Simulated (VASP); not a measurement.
W:

```
W
1.0
     4.47401    0.00000    0.00000
    -2.23700    3.87460    0.00000
     0.00000    0.00000    2.74257
W
3
Direct
  0.00000 0.00000 0.00000
  0.33333 0.66667 0.50000
  0.66667 0.33333 0.50000
```

| Property | Result |
| --- | --- |
| Program | VASP 6.6.1 |
| Task | relaxation of cell and atoms |
| Functional | LDA |
| Potentials or basis | VASP PAW LDA potentials, release 64 (W_sv) |
| Cutoff | 600 eV |
| k mesh | 8 × 8 × 11 |
| Occupations | fermi-dirac, width 0.1 eV |
| Spin | no spin polarisation |

At the start: pressure 0.6 GPa; volume 15.85 Å³/atom.

How do energy, volume and symmetry change on relaxing?

Over 7 steps the energy falls by 133.1 meV/atom and the volume is 15.86 Å³/atom (+0.1 %); space group P6/mmm (No. 191, to 0.05 Å).

Step by step:
| step | energy change (eV) | largest force (eV/Å) | pressure (GPa) | volume (Å³) |
| --- | --- | --- | --- | --- |
| 1 | 0.0000 | 0.0000 | 0.63 | 47.54 |
| 2 | -0.2020 | 0.0000 | 2.75 | 47.59 |
| 3 | -0.3986 | 0.0000 | -0.40 | 47.66 |
| 4 | -0.3989 | 0.0000 | -0.56 | 47.66 |
| 5 | -0.3992 | 0.0000 | -0.50 | 47.66 |
| 6 | -0.3982 | 0.0000 | 1.53 | 47.35 |
| 7 | -0.3993 | 0.0000 | 0.01 | 47.59 |

Final structure:
```yaml
crystal:
  lattice:
    - [4.62136, 0.00000, 0.00000]
    - [-2.31068, 4.00222, 0.00000]
    - [0.00000, 0.00000, 2.57279]
  atoms:
    - { symbol: W, position: [0.00000, 0.00000, 0.00000] }
    - { symbol: W, position: [0.33333, 0.66667, 0.50000] }
    - { symbol: W, position: [0.66667, 0.33333, 0.50000] }
```
